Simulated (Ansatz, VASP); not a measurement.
## Two plane-wave programs on Hf

```xyz
1
Lattice="-1.7724 1.7724 1.7724 1.7724 -1.7724 1.7724 1.7724 1.7724 -1.7724" Properties=species:S:1:pos:R:3 pbc="T T T"
Hf    0.0000    0.0000    0.0000
```

Alike in both runs: functional PBE; k mesh 22 × 22 × 22; occupations gaussian, width 0.1 eV; no spin polarisation.

Ansatz relaxed the structure, and its values are those at the end. VASP's run is a single point on that final structure, the one shown.

|  | VASP | Ansatz |
| --- | --- | --- |
| version | VASP 6.6.1 | Ansatz 0.2.0 |
| potentials or method | VASP PAW PBE potentials, release 64 (Hf_pv), cutoff 520 eV | scalar-relativistic, plane waves, PAW |
| valence electrons in the cell | 10 | 26 |

|  | VASP | Ansatz | Ansatz less VASP |
| --- | --- | --- | --- |
| gap on the k mesh at the Fermi level (eV) | none | none | - |
| pressure (GPa) | -0.3 | 0.0 | +0.34 |

A gap of «none» marks a metal or a gap that the smearing closes. The functional is the same, so the differences come from potentials, cutoffs and numerics. VASP's potentials hold 10 valence electrons a cell and Ansatz's 26, so a difference there can come from the potentials and not from the codes.

Neither program's run includes spin-orbit coupling.
